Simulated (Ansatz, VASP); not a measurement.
## ZnS: VASP beside Ansatz

```
Zn S
1.0
     3.86587    0.00000    0.00000
    -1.93293    3.34794    0.00000
     0.00000    0.00000   12.27947
Zn S
4 4
Direct
  0.00000 0.00000 0.00011
  0.00000 0.00000 0.50011
  0.33333 0.66667 0.25007
  0.66667 0.33333 0.75007
  0.00000 0.00000 0.18724
  0.00000 0.00000 0.68724
  0.33333 0.66667 0.43758
  0.66667 0.33333 0.93758
```

Change from the starting cell: strain +0.015 along x and y, -0.015 along z, atoms carried along.

Alike in both runs: task single point; functional r2SCAN; k mesh 6 × 6 × 2; occupations gaussian, width 0.05 eV; no spin polarisation.

|  | VASP | Ansatz |
| --- | --- | --- |
| version | VASP 6.6.1 | Ansatz 0.2.0 |
| potentials or method | VASP PAW PBE potentials, release 64 (Zn, S), cutoff 520 eV | scalar-relativistic, plane waves, PAW |
| valence electrons in the cell | 72 | 72 |

|  | VASP | Ansatz | Ansatz less VASP |
| --- | --- | --- | --- |
| gap on the k mesh at the Fermi level (eV) | 2.66 | 2.66 | -0.008 |
| least direct gap on the mesh (eV) | 2.66 | 2.66 | -0.008 |
| pressure (GPa) | -0.9 | -1.0 | -0.05 |
| traceless stress, the component that is largest in VASP (GPa) | 2.91 | 2.89 | -0.016 |
| rms of the force components (eV/Å) | 0.117 | 0.119 | +0.0023 |

VASP's potentials were made for PBE, not for r2SCAN. Atom by atom the forces differ by 0.002 eV/Å (rms over components).
